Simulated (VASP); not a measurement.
Crystal: Si3Ru.

```
Si Ru
1.0
     1.40588   -2.20082    0.00000
     1.40588    2.20082    0.00000
     0.00000    0.00000    8.80799
Si Ru
3 1
Direct
  0.50000 0.50000 0.75331
  0.00000 0.00000 0.50000
  0.50000 0.50000 0.24669
  0.00000 0.00000 0.00000
```

- Program: VASP 6.6.1
- Task: relaxation of cell and atoms
- Functional: PBE
- Potentials or basis: VASP PAW PBE potentials, release 64 (Si, Ru_pv)
- Cutoff: 600 eV
- k mesh: 8 × 8 × 2
- Occupations: gaussian, width 0.1 eV
- Spin: no spin polarisation

At the start: pressure 3.7 GPa; volume 13.63 Å³/atom.

Q: Where does the relaxation end?

A: Over 21 steps the energy falls by 145.0 meV/atom and the volume is 14.34 Å³/atom (+5.2 %); space group Cmmm (No. 65, to 0.05 Å).

Step by step:
```tsv
step	energy change (eV)	largest force (eV/Å)	pressure (GPa)	volume (Å³)
1	0.0000	0.9961	3.74	54.51
2	-0.4208	0.7190	-1.74	56.89
3	-0.4652	0.5739	-2.32	57.64
4	-0.4592	0.2605	-1.52	59.06
5	-0.4726	0.3950	-2.20	58.15
6	-0.4920	0.2962	3.43	56.55
7	-0.4966	0.0668	1.65	57.03
8	-0.5284	0.2165	1.61	57.08
9	-0.5349	0.2804	1.57	57.09
10	-0.5412	0.5086	1.56	57.10
11	-0.5540	0.0639	-2.02	58.18
12	-0.5556	0.1753	-1.14	57.91
13	-0.5655	0.1007	-0.28	57.46
14	-0.5740	0.0165	2.01	56.44
15	-0.5749	0.0478	0.93	56.86
16	-0.5756	0.0247	1.33	56.70
17	-0.5776	0.0987	0.49	57.07
18	-0.5783	0.0626	0.76	56.94
19	-0.5794	0.0631	-0.11	57.30
20	-0.5794	0.0630	-0.12	57.31
21	-0.5799	0.0110	-0.03	57.35
```

Final structure:
```
CELL_PARAMETERS angstrom
1.52797 -2.40547 0.00000
1.52797 2.40547 0.00000
0.00000 0.00000 7.80209
ATOMIC_POSITIONS crystal
Si 0.50000 0.50000 0.76165
Si 0.00000 0.00000 0.50000
Si 0.50000 0.50000 0.23835
Ru 0.00000 0.00000 0.00000
```
